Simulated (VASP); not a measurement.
A run of VASP 6.6.1 is set up as follows.

The input INCAR:

```
PREC = Accurate
ENCUT = 520
EDIFF = 1E-7
ISMEAR = 0
SIGMA = 0.15
LREAL = False
LASPH = True
NELM = 60
ALGO = Normal
ISIF = 2
LWAVE = False
LCHARG = False
GGA = PE
NBANDS = 16
```

KPOINTS

```
Automatic mesh
0
Gamma
  16 16 16
```

The input POSCAR:

```
Si2Ni
1.0
    0.0000000000      2.7166043681      2.7234129004
    2.7302214327      0.0000000000      2.7234129004
    2.7302214327      2.7166043681      0.0000000000
Si Ni
2 1
Direct
    0.2500000000      0.2500000000      0.2500000000
    0.7500000000      0.7500000000      0.7500000000
    0.0000000000      0.0000000000      0.0000000000
```

Potentials or basis: VASP PAW PBE potentials, release 64 (Si, Ni).

Launch:

```sh
$ cat potpaw_PBE.64/Si/POTCAR potpaw_PBE.64/Ni/POTCAR > POTCAR
$ mpirun -np 1 vasp_std > vasp.out
```

Estimate the pressure.

-0.1 GPa.

Predict the band gap on the k mesh.

zero (bands 9 and 10 overlap by 2.15 eV).

Stress tensor (GPa, compression positive):
```
-0.22  0.00  0.00
 0.00  0.00  0.00
 0.00  0.00 -0.11
```

Caveat: the cell differs from its parent crystal (strain +0.0025 x Voigt [1, -1, 0, 0, 0, 0]). Spin polarisation is off, so any magnetic state and its effect on volume and gap are missing.
